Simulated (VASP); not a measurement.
Runs of VASP 6.6.1 on TePt. The structure is that of space group P6_3/mmc (No. 194), or close to it. The cells are those of the table. 

| cell | gap on the mesh (eV) | pressure (GPa) |
| --- | --- | --- |
| a = 3.782, b = 3.782, c = 5.446 Å, angles 90.0, 90.0, 120.0°, 4 atoms | none | 58.8 |
| a = 3.782, b = 3.782, c = 5.664 Å, angles 90.0, 90.0, 120.0°, 4 atoms | none | 44.5 |
| a = 3.947, b = 3.947, c = 5.228 Å, angles 90.0, 90.0, 120.0°, 4 atoms | none | 43.3 |
| a = 3.782, b = 3.782, c = 5.228 Å, angles 90.0, 90.0, 120.0°, 4 atoms | none | 76.2 |
| a = 3.782, b = 3.782, c = 5.010 Å, angles 90.0, 90.0, 120.0°, 4 atoms | none | (b) |
| a = 3.947, b = 3.947, c = 5.010 Å, angles 90.0, 90.0, 120.0°, 4 atoms | none | 59.7 |
| a = 3.947, b = 3.947, c = 5.446 Å, angles 90.0, 90.0, 120.0°, 4 atoms | none | (a) |
| a = 4.111, b = 4.111, c = 5.010 Å, angles 90.0, 90.0, 120.0°, 4 atoms | none | 33.4 |
| a = 3.782, b = 3.782, c = 5.882 Å, angles 90.0, 90.0, 120.0°, 4 atoms | none | 32.9 |

Alike in all rows: task single point; level PBEsol; potentials or basis VASP PAW PBE potentials, release 64 (Te, Pt); no spin polarisation; k mesh 12 × 12 × 10; cutoff (eV) 520; smearing gaussian 0.15 eV.

Q: Fill in the values left out.

A: (a) 30.5; (b) 98.2.

Caveats: the cell stands under pressure; the PAW data sets were made with another functional, which shifts forces and pressure a little; spin-orbit coupling is left out, which moves the levels of the heavy elements.

A k mesh can miss the band edges, and the runs leave out spin-orbit coupling on Pt, Te.

A gap of «none» marks levels without a gap at the run's occupations.
